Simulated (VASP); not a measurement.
**NbRu: single point with LDA**

NbRu:

```
Nb Ru
1.0
     3.00726    0.00000    0.00000
     0.00000    3.00726    0.00000
     0.00000    0.00000    3.36255
Nb Ru
1 1
Cartesian
  0.0000 0.0000 0.0000
  1.5036 1.5036 1.6813
```

* Program: VASP 6.6.1
* Task: single point
* Functional: LDA
* Potentials or basis: VASP PAW LDA potentials, release 64 (Nb_sv, Ru_pv)
* Cutoff: 520 eV
* k mesh: 14 × 14 × 12
* Occupations: fermi-dirac, width 0.15 eV
* Spin: no spin polarisation
* Dipole correction: no
* Further INCAR settings: ALGO = Fast; EDIFF = 1e-06; NBANDS = 20

| Property | Result |
| --- | --- |
| Pressure | -0.7 GPa |
| Band gap on the k mesh | zero (an odd number of electrons rules out a gap without spin polarisation) |

Levels at points of the mesh, in eV from the Fermi level:
```
           k point  band 9  band 10  band 11  band 12  band 13  band 14  band 15  band 16  band 17  band 18
(0.00, 0.00, 0.00)   -5.93    -5.68    -2.36    -2.36    -1.39     0.31     1.70     3.85     4.05     4.05
(0.50, 0.00, 0.00)   -3.70    -3.56    -2.47    -2.15    -1.85    -1.11    -0.87     0.23     1.96     2.11
(0.50, 0.50, 0.00)   -5.67    -4.63    -4.63     0.49     1.26     2.14     2.14     2.81     4.36     4.43
(0.00, 0.00, 0.50)   -4.31    -3.96    -2.63    -1.65    -1.65    -0.67     0.27     0.58     0.58     2.54
(0.50, 0.00, 0.50)   -5.51    -3.45    -3.44    -0.83     0.72     0.84     1.21     1.40     3.68     4.04
(0.50, 0.50, 0.50)   -3.25    -3.14    -3.14    -2.55    -2.55    -0.24     0.53     3.23     4.43     7.91
```

Run time: 2.1 min on 1 thread of Intel(R) Xeon(R) 6975P-C (Granite Rapids) (shared host), peak memory 0.25 GiB.
